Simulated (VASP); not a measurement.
# HgTe in VASP: further runs

Runs on HgTe. Level: PBEsol. Tasks: single point.

Program: VASP 6.6.1. These are calculated values, not measurements. Logs are shortened: lines on timing, memory, paths and dates and some standing lists are left out, and cuts for length are marked.

## Step 1: The cell of the first run

Symmetry: I-4m2, No. 119, tetragonal system. The conventional cell has a = 4.490 Å, b = 4.490 Å, c = 6.640 Å, α = 90.00°, β = 90.00°, γ = 90.00°. Within 3.7 Å of Hg (site symmetry -4m2) lie 4 Te at 2.79 Å. Within 3.7 Å of Te (site symmetry -4m2) lie 4 Hg at 2.79 Å.

## Step 2: Single point, PBEsol (strain -0.015 along x and y, +0.030 along z)

INCAR

```
SYSTEM = HgTe
PREC     = Accurate       ! precision mode
ENCUT    = 520            ! plane-wave cutoff, eV
EDIFF    = 1E-6           ! SCF threshold, eV
ISMEAR   = 0              ! smearing method
SIGMA    = 0.15           ! smearing width, eV
LREAL    = .False.        ! projectors in reciprocal space
LASPH    = .True.         ! aspherical terms in the spheres
NELM     = 80             ! most SCF steps
ALGO     = Normal         ! electronic algorithm
ISIF     = 2              ! what is computed and relaxed
LWAVE    = .False.        ! write WAVECAR
LCHARG   = .False.        ! write CHGCAR
GGA      = PS             ! functional
NBANDS   = 16             ! bands
```

KPOINTS

```
Automatic mesh
0
Gamma
  14 14 14
  0 0 0
```

POSCAR

```
HgTe
1.0
    0.0000000000      3.1751475000      3.3202050000
    3.1751475000      0.0000000000      3.3202050000
    3.1751475000      3.1751475000      0.0000000000
Hg Te
1 1
Direct
    0.0000000000      0.0000000000      0.0000000000
    0.7500000000      0.7500000000      0.7500000000
```

Potentials or basis: VASP PAW PBE potentials, release 64 (Hg, Te).

Command:

```
$ cat potpaw_PBE.64/Hg/POTCAR potpaw_PBE.64/Te/POTCAR > POTCAR
$ mpirun -np 1 vasp_std > vasp.out
```

OUTCAR:

```text
SYSTEM = HgTe
   PREC = Accurate
   ENCUT = 520
   EDIFF = 1E-6
   ISMEAR = 0
   LREAL = .False.
   LASPH = .True.
   NELM = 80
   ISIF = 2
   GGA = PS

 ion  position               nearest neighbor table
   1  0.000  0.000  0.000-   2 2.79   2 2.79   2 2.79   2 2.79
   2  0.750  0.750  0.750-   1 2.79   1 2.79   1 2.79   1 2.79

  LATTYP: Found a body centered tetragonal cell.
 ALAT       =     4.4903366570
 C/A-ratio  =     1.4788223038

  Lattice vectors:

 A1 = (  -3.1751475000,   0.0000000000,   3.3202050000)
 A2 = (   3.1751475000,   0.0000000000,   3.3202050000)
 A3 = (   0.0000000000,   3.1751475000,  -3.3202050000)

Analysis of symmetry for initial positions (statically):
=====================================================================
 Subroutine PRICEL returns:
 Original cell was already a primitive cell.

 Routine SETGRP: Setting up the symmetry group for a
 body centered tetragonal supercell.

 Subroutine GETGRP returns: Found  8 space group operations
 (whereof  8 operations were pure point group operations)
 out of a pool of 16 trial point group operations.

The static configuration has the point symmetry D_2d.

Analysis of symmetry for dynamics (positions and initial velocities):
=====================================================================
 Subroutine PRICEL returns:
 Original cell was already a primitive cell.

 Routine SETGRP: Setting up the symmetry group for a
 body centered tetragonal supercell.

 Subroutine GETGRP returns: Found  8 space group operations
 (whereof  8 operations were pure point group operations)
 out of a pool of 16 trial point group operations.

The dynamic configuration has the point symmetry D_2d.

 Subroutine INISYM returns: Found  8 space group operations
 (whereof  8 operations are pure point group operations),
 and found     1 'primitive' translations

----------------------------------------------------------------------------------------

                                     Primitive cell

  volume of cell :      66.9457

  direct lattice vectors                    reciprocal lattice vectors
     0.000000000  3.175147500  3.320205000    -0.157472999  0.157472999  0.150593111
     3.175147500  0.000000000  3.320205000     0.157472999 -0.157472999  0.150593111
     3.175147500  3.175147500  0.000000000     0.157472999  0.157472999 -0.150593111

  length of vectors
     4.594052992  4.594052992  4.490336657     0.268837825  0.268837825  0.268837825

  position of ions in fractional coordinates (direct lattice)
     0.000000000  0.000000000  0.000000000
     0.750000000  0.750000000  0.750000000

  ion indices of the primitive-cell ions
   primitive index   ion index
                 1           1
                 2           2

----------------------------------------------------------------------------------------

 KPOINTS: Automatic mesh

Automatic generation of k-mesh.
 Grid dimensions read from file:
 generate k-points for:   14   14   14

 Generating k-lattice:

  Cartesian coordinates                     Fractional coordinates (reciprocal lattice)
    -0.011248071  0.011248071  0.010756651     0.071428571  0.000000000  0.000000000
     0.011248071 -0.011248071  0.010756651     0.000000000  0.071428571  0.000000000
     0.011248071  0.011248071 -0.010756651     0.000000000  0.000000000  0.071428571

  Length of vectors
     0.019202702  0.019202702  0.019202702

  Shift w.r.t. Gamma in fractional coordinates (k-lattice)
     0.000000000  0.000000000  0.000000000

 Subroutine IBZKPT returns following result:
 ===========================================

 Found    244 irreducible k-points:

 Following reciprocal coordinates:
            Coordinates               Weight
  0.000000  0.000000  0.000000      1.000000
  0.071429  0.000000  0.000000      8.000000
  0.142857 -0.000000  0.000000      8.000000
  0.214286 -0.000000  0.000000      8.000000
  0.285714 -0.000000  0.000000      8.000000
  0.357143  0.000000  0.000000      8.000000
[... 16 lines left out ...]
  0.214286  0.142857  0.000000      8.000000
  0.285714  0.142857  0.000000      8.000000
 [... further k-points ...]
   k-points           NKPTS =    244   k-points in BZ     NKDIM =    244   number of bands    NBANDS=     16
   number of dos      NEDOS =    301   number of ions     NIONS =      2
   total plane-waves  NPLWV =  46656
   dimension x,y,z NGX =    36 NGY =   36 NGZ =   36
   dimension x,y,z NGXF=    72 NGYF=   72 NGZF=   72
   ions per type =               1   1
   NGX,Y,Z   is equivalent  to a cutoff of  13.03, 13.03, 13.33 a.u.
   NGXF,Y,Z  is equivalent  to a cutoff of  26.05, 26.05, 26.66 a.u.
 SYSTEM =  HgTe
   PREC   = accura    normal or accurate (medium, high low for compatibility)
   ISTART =      0    job   : 0-new  1-cont  2-samecut
   ICHARG =      2    charge: 1-file 2-atom 10-const
   ISPIN  =      1    spin polarized calculation?
   LNONCOLLINEAR =      F non collinear calculations
   LSORBIT =      F    spin-orbit coupling
   LASPH  =      T    aspherical Exc in radial PAW
   ENCUT  =  520.0 eV  38.22 Ry    6.18 a.u.   8.54  8.54  8.35*2*pi/ulx,y,z
   NELM   =     80;   NELMIN=  2; NELMDL= -5     # of ELM steps
   EDIFF  = 0.1E-05   stopping-criterion for ELM
   LREAL  =      F    real-space projection
[... 7 lines left out ...]
   TEBEG  =    0.0;   TEEND  =   0.0 temperature during run
   PSTRESS=    0.0 pullay stress
   NELECT =      18.0000    total number of electrons
   NUPDOWN=      -1.0000    fix difference up-down
   EMIN   =  10.00;   EMAX   =-10.00  energy-range for DOS
   EFERMI =   0.00;   METHOD = LEGACY
   ISMEAR =     0;   SIGMA  =   0.15  broadening in eV -4-tet -1-fermi 0-gaus
   EFERMI_NEDOS =   21; number of points for ismear=-14 and -15
   IALGO  =     38    algorithm
   IMIX   =      4    mixing-type and parameters
     AMIX     =   0.40;   BMIX     =  1.00
     AMIX_MAG =   1.60;   BMIX_MAG =  1.00
  volume/ion in A,a.u.               =      33.47       225.89
  Fermi-wavevector in a.u.,A,eV,Ry     =   1.056634  1.996750 15.190583  1.116476
  Thomas-Fermi vector in A             =   2.191877
   LORBIT       =      0    0 simple, 1 ext, 2 COOP (PROOUT), +10 PAW based schemes
   GGA     = PS    functional components
   LHFCALC =     F    Hartree Fock is set to
   AEXX    =    0.0000 exact exchange contribution
   IVDW    =     0    specifies the selected vdW correction
   LEPSILON=     F    determine dielectric tensor
   LRPA    =     F    only Hartree local field effects (RPA)
 non-spin polarized calculation
 Gauss-broadening in eV      SIGMA  =   0.15
  energy-cutoff  :      520.00
  volume of cell :       66.95
 maximum number of plane-waves:      1833
 NGX is ok and might be reduce to    36
   NGX = 17   NGY = 17   NGZ = 17

 number of electron      17.9999999 magnetization

 Free energy of the ion-electron system (eV)
  ---------------------------------------------------
  ext. energy  EPLUGINS =         0.00000000
  ---------------------------------------------------
  free energy    TOTEN  =        -4.36301870 eV

  energy without entropy =       -4.36278698  energy(sigma->0) =       -4.36290284

 E-fermi :   3.1935     XC(G=0):  -8.9789

 val. band max:        3.0938339296   @ k =   0.0000   0.0000   0.0000
 cond. band min:       3.3918652524   @ k =   0.0714   0.0000   0.0000
 fundamental gap:      0.2980313228
 Fermi energy:         3.1934799998

 k-point     1 :       0.0000    0.0000    0.0000
  band No.  band energies     occupation
      1      -9.0404      2.00000
      2      -4.3572      2.00000
      3      -4.3453      2.00000
      4      -4.3453      2.00000
      5      -3.8226      2.00000
      6      -3.7889      2.00000
[... 8 lines left out ...]
     15      12.2325      0.00000
     16      12.4145      0.00000

 k-point     2 :       0.0714    0.0000    0.0000
  band No.  band energies     occupation
      1      -9.0138      2.00000
      2      -4.3509      2.00000
      3      -4.3377      2.00000
      4      -4.3366      2.00000
      5      -3.8229      2.00000
      6      -3.7904      2.00000
[... 8 lines left out ...]
     15      11.7623      0.00000
     16      12.3047      0.00000

 k-point     3 :       0.1429   -0.0000    0.0000
  band No.  band energies     occupation
      1      -8.9380      2.00000
      2      -4.3313      2.00000
      3      -4.3165      2.00000
      4      -4.3078      2.00000
      5      -3.8227      2.00000
      6      -3.7938      2.00000
[... 8 lines left out ...]
     15      11.4457      0.00000
     16      11.8196      0.00000

 k-point     4 :       0.2143   -0.0000    0.0000
  band No.  band energies     occupation
      1      -8.8248      2.00000
      2      -4.3027      2.00000
      3      -4.2871      2.00000
      4      -4.2462      2.00000
      5      -3.8193      2.00000
      6      -3.7969      2.00000
[... 8 lines left out ...]
     15      11.4226      0.00000
     16      11.5793      0.00000
[... 324 lines left out ...]
 k-point    22 :       0.1429    0.1429    0.0000
  band No.  band energies     occupation
      1      -8.9085      2.00000
      2      -4.3433      2.00000
      3      -4.2894      2.00000
      4      -4.2894      2.00000
      5      -3.8435      2.00000
      6      -3.7790      2.00000
[... 8 lines left out ...]
     15      10.8499      0.00000
     16      12.9720      0.00000

 k-point    23 :       0.2143    0.1429    0.0000
  band No.  band energies     occupation
      1      -8.8255      2.00000
      2      -4.3227      2.00000
      3      -4.2587      2.00000
      4      -4.2538      2.00000
      5      -3.8494      2.00000
      6      -3.7755      2.00000
[... 8 lines left out ...]
     15      11.5328      0.00000
     16      12.7168      0.00000

 k-point    24 :       0.2857    0.1429    0.0000
  band No.  band energies     occupation
      1      -8.7128      2.00000
      2      -4.2866      2.00000
      3      -4.2253      2.00000
      4      -4.1875      2.00000
      5      -3.8462      2.00000
      6      -3.7735      2.00000
[... 8 lines left out ...]
     15      11.9971      0.00000
     16      12.5610      0.00000

 [... further k-points ...]

------------------------ aborting loop because EDIFF is reached ----------------------------------------

  FORCE on cell =-STRESS in cart. coord.  units (eV):
  Direction    XX          YY          ZZ          XY          YZ          ZX
  --------------------------------------------------------------------------------------
  -------------------------------------------------------------------------------------
  Total        0.6991382      0.6991382      0.3931899      0.0000000      0.0000000      0.0000000
  in kB       16.7321165     16.7321165      9.4100122      0.0000000      0.0000000      0.0000000
  external PRESSURE =      14.2914150 kB  Pullay stress =       0.0000000 kB

 VOLUME and BASIS-vectors are now :
 -----------------------------------------------------------------------------
  energy-cutoff  :      520.00
  volume of cell :       66.95
      direct lattice vectors                 reciprocal lattice vectors
     0.000000000  3.175147500  3.320205000    -0.157472999  0.157472999  0.150593111
     3.175147500  0.000000000  3.320205000     0.157472999 -0.157472999  0.150593111
     3.175147500  3.175147500  0.000000000     0.157472999  0.157472999 -0.150593111

 POSITION                                       TOTAL-FORCE (eV/Angst)
 -----------------------------------------------------------------------------------
      0.00000      0.00000      0.00000         0.000000      0.000000     -0.000000
      4.76272      4.76272      4.98031        -0.000000     -0.000000      0.000000
 -----------------------------------------------------------------------------------
    total drift:                                0.000000      0.000000     -0.000000

  FREE ENERGIE OF THE ION-ELECTRON SYSTEM (eV)
  ---------------------------------------------------
  free  energy   TOTEN  =        -4.3630187020 eV

  energy  without entropy=       -4.3627869763  energy(sigma->0) =       -4.36290284
```

Wall time 2.9 min (1 thread of AMD EPYC 9R45 (Zen 5), shared host); peak memory 0.38 GiB.

Results:

* Free energy: -4.3630 eV
* Pressure: 1.4 GPa
* Band gap on the k mesh: zero (filled and empty bands touch)

Levels at points of the mesh, in eV from the Fermi level:
```csv
k point,band 6,band 7,band 8,band 9,band 10,band 11,band 12,band 13
"(0.00, 0.00, 0.00)",-6.98,-0.94,-0.27,-0.10,-0.10,4.02,4.02,4.03
"(0.50, 0.00, 0.00)",-6.69,-5.74,-1.27,-1.06,0.47,4.71,4.95,6.58
"(0.50, 0.50, 0.00)",-6.60,-5.81,-2.35,-2.35,1.90,2.34,7.78,8.69
"(0.50, 0.00, 0.50)",-6.52,-5.59,-2.59,-2.48,1.58,2.14,8.06,8.53
```

Caveat: the cell differs from its parent crystal (strain -0.015 along x and y, +0.030 along z); semilocal functionals underestimate gaps, so a narrow gap can read as zero; the PAW data sets were made with another functional, which shifts forces and pressure a little; spin-orbit coupling is left out, which moves the levels of the heavy elements.

(Continued in part 2 of 2.)
